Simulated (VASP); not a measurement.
Write the native input for VASP 6.6.1 that does the following.

* Task: single point
* Functional: PBE
* Potentials or basis: VASP PAW PBE potentials, release 64 (Ti_sv, O)
* Cutoff: 520 eV
* k mesh: 6 × 6 × 6
* Occupations: gaussian, width 0.05 eV
* Spin: no spin polarisation
* Hubbard terms: Ti d U = 4.0 eV
* Dipole correction: no
* Further INCAR settings: ALGO = Normal; EDIFF = 1e-06; NBANDS = 33

The structure of TiO2 lies in POSCAR:

```
TiO2
1.0
    2.7277841265     -2.7278599281     -0.0203548313
    2.7277841265      2.7278599281     -0.0203548313
   -2.6907787541      0.0000000000      4.9617445611
Ti O
2 4
Direct
    0.1250069486      0.8749930514      0.2500000000
    0.8749930514      0.1250069486      0.7500000000
    0.3455605588      0.0955838341      0.6911308395
    0.6544394412      0.9044161659      0.3088691605
    0.9044161659      0.6544394412      0.8088691605
    0.0955838341      0.3455605588      0.1911308395
```

This cell differs from its parent crystal: atoms shifted along a free coordinate.

One way to write it, as run:

INCAR

```
SYSTEM = TiO2
ALGO = Normal ; EDIFF = 1E-6
ENCUT = 520 ; GGA = PE
ISIF = 2 ; ISMEAR = 0
LASPH = .True. ; LCHARG = .False.
LDAU = .True. ; LDAUJ = 0 0
LDAUL = 2 -1 ; LDAUPRINT = 1
LDAUTYPE = 2 ; LDAUU = 4 0
LMAXMIX = 4 ; LREAL = .False.
LWAVE = .False. ; NBANDS = 33
NELM = 150 ; PREC = Accurate
SIGMA = 0.05
```

KPOINTS

```
k-points
0
Gamma
  6 6 6
  0 0 0
```

Potentials or basis: VASP PAW PBE potentials, release 64 (Ti_sv, O).

The run is started by

```sh
$ cat potpaw_PBE.64/Ti_sv/POTCAR potpaw_PBE.64/O/POTCAR > POTCAR
$ mpirun -np 1 vasp_std > vasp.out
```

It gave:

```
Pressure               : -6.0 GPa
Largest force          : 1.475 eV/Å
Band gap on the k mesh : 2.04 eV (least direct gap 2.70 eV)
```

Caveat: the cell differs from its parent crystal (atoms shifted along a free coordinate); the stress differs along the axes, from -17 to -1 GPa; forces of over 1 eV/Å act on the atoms, so gaps and moduli don't describe the material at rest.

It took 75 s on 1 thread of Intel(R) Xeon(R) 6975P-C (Granite Rapids), with other jobs on the host, peak memory 0.26 GiB.
